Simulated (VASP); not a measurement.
MgB2: single point with LDA

The system is MgB2.

```
Mg B
1.0
     3.08500   -0.04628   -0.04628
    -1.58258    2.69483   -0.01694
    -0.05285   -0.05285    3.52300
Mg B
1 2
Direct
  0.00000 0.00000 0.00000
  0.33333 0.66667 0.50000
  0.66667 0.33333 0.50000
```

This cell differs from its parent crystal: equal xy, yz and zx shear strains of -3 %.

```yaml
Program: VASP 6.6.1
Task: single point
Functional: LDA
Potentials_or_basis: VASP PAW LDA potentials, release 64 (Mg, B)
Cutoff: 520 eV
k_mesh: 12 × 12 × 9
Occupations: fermi-dirac, width 0.05 eV
Spin: no spin polarisation
Dipole_correction: no
Further_INCAR_settings: ALGO = Normal; EDIFF = 1e-06; NBANDS = 11
```

```json
{"Pressure": "-7.8 GPa", "Largest force": "0.060 eV/Å", "Band gap on the k mesh": "zero (band 4 reaches 6.91 eV, above the bottom of band 5 at 3.38 eV)"}
```

Forces on the atoms (eV/Å):
```
Mg   0.000  0.000  0.000
B    0.059 -0.002 -0.012
B   -0.059  0.002  0.012
```

Stress tensor (GPa, compression positive):
```
-8.24  5.87  2.23
 5.87 -8.41  2.25
 2.23  2.25 -6.83
```

Levels at points of the mesh, in eV from the Fermi level:
```tsv
k point	band 2	band 3	band 4	band 5	band 6	band 7
(0.00, 0.00, 0.00)	-2.89	0.29	0.47	1.70	6.04	6.47
(0.50, 0.00, 0.00)	-7.68	-2.36	0.33	3.03	3.60	5.57
(0.00, 0.50, 0.00)	-7.73	-2.14	0.23	3.03	3.95	5.41
(0.50, 0.50, 0.00)	-7.79	-1.91	0.13	3.03	4.27	5.25
```

Run time: 84 s on 1 thread of AMD EPYC 9R45 96-Core Processor (Zen 5), with other jobs on the host, peak memory 0.28 GiB.

Caveat: the cell differs from its parent crystal (equal xy, yz and zx shear strains of -3 %).
